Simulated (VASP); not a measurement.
Write the native input for VASP 6.6.1 that does the following.

* Task: single point
* Functional: r2SCAN
* Potentials or basis: VASP PAW PBE potentials, release 64 (Pb_d, Se)
* Cutoff: 520 eV
* k mesh: 4 × 4 × 4
* Occupations: fermi-dirac, width 0.05 eV
* Spin: no spin polarisation
* Dipole correction: no
* Further INCAR settings: ALGO = Normal; EDIFF = 1e-07; NBANDS = 17

PbSe:

```
Pb Se
1.0
     0.00000    3.06065    3.06065
     3.06065    0.00000    3.06065
     3.06065    3.06065    0.00000
Pb Se
1 1
Direct
  0.00000 0.00000 0.00000
  0.50000 0.50000 0.50000
```

The input as run:

POSCAR

```
PbSe
1.0
    0.0000000000      3.0606500000      3.0606500000
    3.0606500000      0.0000000000      3.0606500000
    3.0606500000      3.0606500000      0.0000000000
Pb Se
1 1
Direct
    0.0000000000      0.0000000000      0.0000000000
    0.5000000000      0.5000000000      0.5000000000
```

INCAR.step1

```
SYSTEM = PbSe
PREC = Accurate
ENCUT = 520
ISMEAR = -1
SIGMA = 0.05
LREAL = .FALSE.
LASPH = .TRUE.
NELM = 80
NBANDS = 17
GGA = PE
ALGO = Normal
EDIFF = 1E-4
LWAVE = .TRUE.
LCHARG = .FALSE.
```

INCAR.step2

```
SYSTEM = PbSe
PREC = Accurate
ENCUT = 520
EDIFF = 1E-7
ISMEAR = -1
SIGMA = 0.05
LREAL = .FALSE.
LASPH = .TRUE.
NELM = 80
ALGO = Normal
ISIF = 2
LWAVE = .FALSE.
LCHARG = .FALSE.
METAGGA = R2SCAN
LMIXTAU = .TRUE.
NBANDS = 17
ISTART = 1
```

KPOINTS

```
Automatic mesh
0
G
  4 4 4
  0 0 0
```

Potentials or basis: VASP PAW PBE potentials, release 64 (Pb_d, Se).

Command:

```console
$ cat potpaw_PBE.64/Pb_d/POTCAR potpaw_PBE.64/Se/POTCAR > POTCAR
$ cp INCAR.step1 INCAR
$ mpirun -np 1 vasp_std > vasp.out
$ cp INCAR.step2 INCAR
$ mpirun -np 1 vasp_std > vasp.out
```

Results of the run:

```json
{"Pressure": "1.6 GPa", "Band gap on the k mesh": "0.58 eV"}
```

Caveat: the k points lie up to 0.44 Å⁻¹ apart; the PAW data sets were made with another functional, which shifts forces and pressure a little; spin-orbit coupling is left out, which moves the levels of the heavy elements.

Run time: 30 s on 1 thread of Intel(R) Xeon(R) Platinum 8488C (Sapphire Rapids) (shared host), peak memory 0.18 GiB.
